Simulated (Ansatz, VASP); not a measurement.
# AlNi in VASP and in Ansatz

The input INCAR:

```
SYSTEM = AlNi
PREC     = Accurate       ! precision mode
ENCUT    = 690            ! plane-wave cutoff, eV
EDIFF    = 1E-6           ! SCF threshold, eV
ISMEAR   = 0              ! smearing method
SIGMA    = 0.1            ! smearing width, eV
LREAL    = .False.        ! projectors in reciprocal space
LASPH    = .True.         ! aspherical terms in the spheres
NELM     = 120            ! most SCF steps
ALGO     = Normal         ! electronic algorithm
ISIF     = 2              ! what is computed and relaxed
LWAVE    = .False.        ! write WAVECAR
LCHARG   = .False.        ! write CHGCAR
GGA      = PS             ! functional
NBANDS   = 18             ! bands
GGA_COMPAT= .False.
```

The input KPOINTS:

```
regular mesh
0
Gamma
  1 1 1
  0 0 0
```

The input POSCAR:

```
AlNi
1.0
    1.9200181183     -1.9425589801     -0.0037790393
    1.9512319427      1.9735411424      0.0255001712
    0.0173630105      0.0232309344      3.1752880394
Al Ni
1 1
Direct
   -0.0042343019      0.0203536993     -0.0081235684
    0.5000516049      0.4946897599      0.4962920952
```

Input for Ansatz:

```yaml
crystal:
  lattice:
    - [1.9200181183, -1.9425589801, -0.0037790393]
    - [1.9512319427, 1.9735411424, 0.0255001712]
    - [0.0173630105, 0.0232309344, 3.1752880394]
  atoms:
    - { symbol: Al, position: [-0.0042343019, 0.0203536993, -0.0081235684] }
    - { symbol: Ni, position: [0.5000516049, 0.4946897599, 0.4962920952] }
basis:
  ecutwfc: 420
kpoints:
  mp_grid: { grid: [1, 1, 1] }
hamiltonian:
  xc: pbesol
scf:
  occupations: { method: gaussian, width: 0.1 }
output:
  forces: true
  stress: true
  eigenvalues: true
```

Change from the starting cell: kmesh displaced: [1, 1, 1] Gamma-centred.

Alike in both runs: task single point; functional PBEsol; k mesh 1 × 1 × 1; occupations gaussian, width 0.1 eV; no spin polarisation.

|  | VASP | Ansatz |
| --- | --- | --- |
| version | VASP 6.6.1 | Ansatz 0.2.0 |
| potentials or method | VASP PAW PBE potentials, release 64 (Al, Ni_sv_GW), cutoff 690 eV | scalar-relativistic, plane waves, PAW |
| valence electrons in the cell | 21 | 21 |

Ansatz gave:

- pressure (GPa): -7.0
- traceless stress, the component that is largest in VASP (GPa): 108.99
- rms of the force components (eV/Å): 0.055

Task: What did VASP give for the same quantities?

Result: Pressure (GPa): -7.7; traceless stress, the component that is largest in VASP (GPa): 108.95; rms of the force components (eV/Å): 0.055.

VASP's potentials were made for PBE, not for PBEsol. Atom by atom the forces differ by 0.000 eV/Å (rms over components).

The k mesh is coarse, so the values compare programs but aren't converged.
